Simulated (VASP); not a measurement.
Set up this calculation in VASP 6.6.1, as the native input.

```yaml
Task: single point
Functional: r2SCAN
Potentials_or_basis: VASP PAW PBE potentials, release 64 (In_d, As)
Cutoff: 520 eV
k_mesh: 6 × 6 × 6
Occupations: fermi-dirac, width 0.02 eV
Spin: no spin polarisation
Dipole_correction: no
Further_INCAR_settings: ALGO = Normal; EDIFF = 1e-06; NBANDS = 16
```

InAs:

```
In As
1.0
     0.00000    3.11450    3.11450
     3.11450    0.00000    3.11450
     3.11450    3.11450    0.00000
In As
1 1
Direct
  0.00000 0.00000 0.00000
  0.25000 0.25000 0.25000
```

The input as run:

POSCAR

```
InAs
1.0
    0.0000000000      3.1145007558      3.1145007558
    3.1145007558      0.0000000000      3.1145007558
    3.1145007558      3.1145007558      0.0000000000
In As
1 1
Direct
    0.0000000000      0.0000000000      0.0000000000
    0.2500000000      0.2500000000      0.2500000000
```

INCAR.step1

```
SYSTEM = InAs
PREC = Accurate
ENCUT = 520
ISMEAR = -1
SIGMA = 0.02
LREAL = .False.
LASPH = .True.
NELM = 100
NBANDS = 16
GGA = PE
ALGO = Normal
EDIFF = 1E-4
LWAVE = .True.
LCHARG = .False.
```

INCAR.step2

```
SYSTEM = InAs
PREC = Accurate
ENCUT = 520
EDIFF = 1E-6
ISMEAR = -1
SIGMA = 0.02
LREAL = .False.
LASPH = .True.
NELM = 100
ALGO = Normal
ISIF = 2
LWAVE = .False.
LCHARG = .False.
METAGGA = R2SCAN
LMIXTAU = .True.
NBANDS = 16
ISTART = 1
```

KPOINTS

```
regular mesh
0
Gamma
  6 6 6
  0 0 0
```

Potentials or basis: VASP PAW PBE potentials, release 64 (In_d, As).

The run is started by

```bash
$ cat potpaw_PBE.64/In_d/POTCAR potpaw_PBE.64/As/POTCAR > POTCAR
$ cp INCAR.step1 INCAR
$ mpirun -np 1 vasp_std > vasp.out
$ cp INCAR.step2 INCAR
$ mpirun -np 1 vasp_std > vasp.out
```

Results of the run:

```json
{"Pressure": "-2.9 GPa", "Band gap on the k mesh": "zero (filled and empty bands touch)"}
```

Caveat: semilocal functionals underestimate gaps, so a narrow gap can read as zero; the PAW data sets were made with another functional, which shifts forces and pressure a little; spin-orbit coupling is left out, which moves the levels of the heavy elements.

Wall time 96 s on 1 thread of Intel(R) Xeon(R) Platinum 8259CL CPU @ 2.50GHz (Skylake/Cascade Lake), on a shared host, peak memory 0.22 GiB.
